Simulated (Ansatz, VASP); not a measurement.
# PtSe2: VASP beside Ansatz

```
Pt Se
1.0
     3.72400    0.00000    0.00000
    -1.86200    3.22508    0.00000
     0.00000    0.00000    5.06200
Pt Se
1 2
Direct
  0.00000 0.00000 0.00000
  0.33333 0.66667 0.25000
  0.66667 0.33333 0.75000
```

Alike in both runs: task relaxation of cell and atoms; functional PBEsol; k mesh 13 × 13 × 9; occupations fermi-dirac, width 0.05 eV; no spin polarisation.

|  | VASP | Ansatz |
| --- | --- | --- |
| version | VASP 6.6.1 | Ansatz 0.2.0 |
| potentials or method | VASP PAW PBE potentials, release 64 (Pt, Se) | plane waves, PAW |
| plane-wave cutoff (eV) | 600 | 420 |
| valence electrons in the cell | 22 | 50 |

Ansatz gave:

```
relaxed volume (Å³/atom)                                        : 19.85
relaxed length of the cell vector where the two differ most in proportion (Å) : 4.860
```

Question: Estimate VASP's values.

Answer: Relaxed volume (Å³/atom): 19.83; relaxed length of the cell vector where the two differ most in proportion (Å): 4.852.

VASP's potentials were made for PBE, not for PBEsol. VASP's potentials hold 22 valence electrons a cell and Ansatz's 50, so a difference there can come from the potentials and not from the codes. Ansatz's warnings: structure snapped to symmetry.

Neither program's run includes spin-orbit coupling.
